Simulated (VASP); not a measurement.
**Co: single point with r2SCAN**

Co:

```xyz
2
Lattice="2.5045 0.0000 0.0000 -1.2523 2.1690 0.0000 0.0000 0.0000 4.0741" Properties=species:S:1:pos:R:3 pbc="T T T"
Co    1.2523    0.7230    3.0555
Co    0.0000    1.4460    1.0185
```

```yaml
Program: VASP 6.6.1
Task: single point
Functional: r2SCAN
Potentials_or_basis: VASP PAW PBE potentials, release 64 (Co)
Cutoff: 520 eV
k_mesh: 12 × 12 × 7
Occupations: fermi-dirac, width 0.05 eV
Spin: collinear spin, ferromagnetic start
Starting_moments: "[2.0, 2.0] μB"
```

```
Pressure                                              : -8.2 GPa
Net moment                                            : 3.58 μB per cell
Site moments                                          : Co +1.86 μB
Valence electrons inside the program's atomic spheres : Co 8.26
```

Stress tensor (GPa, compression positive):
```
-8.67  0.00  0.00
 0.00 -8.67  0.00
 0.00  0.00 -7.38
```

Levels at points of the mesh, in eV from the Fermi level:
Spin up:
```tsv
k point	band 7	band 8	band 9	band 10	band 11	band 12	band 13	band 14	band 15	band 16
(0.00, 0.00, 0.00)	-3.07	-2.76	-2.76	-1.72	-1.72	-0.29	5.89	22.58	24.98	24.98
(0.50, 0.00, 0.00)	-2.94	-1.54	-1.52	-1.41	0.82	2.93	9.56	10.30	12.50	13.86
```
Spin down:
```tsv
k point	band 4	band 5	band 6	band 7	band 8	band 9	band 10	band 11
(0.00, 0.00, 0.00)	-0.83	-0.83	-0.83	-0.46	-0.46	0.06	0.06	1.28
(0.50, 0.00, 0.00)	-2.27	-1.00	-0.92	-0.60	1.37	1.53	1.53	2.54
```

Run time: 2.7 min on 1 thread of Intel(R) Xeon(R) 6975P-C (Granite Rapids), with other jobs on the host, peak memory 0.18 GiB.

Caveat: the cell stands under tension; the PAW data sets were made with another functional, which shifts forces and pressure a little.
